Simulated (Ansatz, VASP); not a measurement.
## Two plane-wave programs on BN

```
CELL_PARAMETERS angstrom
2.40618 0.00000 0.00000
-1.20309 2.08381 0.00000
0.00000 0.00000 6.35217
ATOMIC_POSITIONS crystal
B 0.33333 0.66667 0.25000
B 0.66667 0.33333 0.75000
N 0.33333 0.66667 0.75000
N 0.66667 0.33333 0.25000
```

Change from the starting cell: strain -0.040 along x and y, -0.040 along z, atoms carried along.

Alike in both runs: task single point; functional PBE; dispersion D3(BJ); k mesh 12 × 12 × 4; occupations gaussian, width 0.05 eV; no spin polarisation.

|  | VASP | Ansatz |
| --- | --- | --- |
| version | VASP 6.6.1 | Ansatz 0.2.0 |
| potentials or method | VASP PAW PBE potentials, release 64 (B, N), cutoff 520 eV | scalar-relativistic, plane waves, PAW |
| valence electrons in the cell | 16 | 16 |

Ansatz gave:

* gap on the k mesh at the Fermi level (eV): 4.39
* least direct gap on the mesh (eV): 4.86
* pressure (GPa): 37.4
* traceless stress, the component that is largest in VASP (GPa): -35.89

Estimate VASP's values.

gap on the k mesh at the Fermi level (eV): 4.38; least direct gap on the mesh (eV): 4.85; pressure (GPa): 37.4; traceless stress, the component that is largest in VASP (GPa): -36.15.

Both programs put the cell under a high pressure, so it lies far from rest at this level.
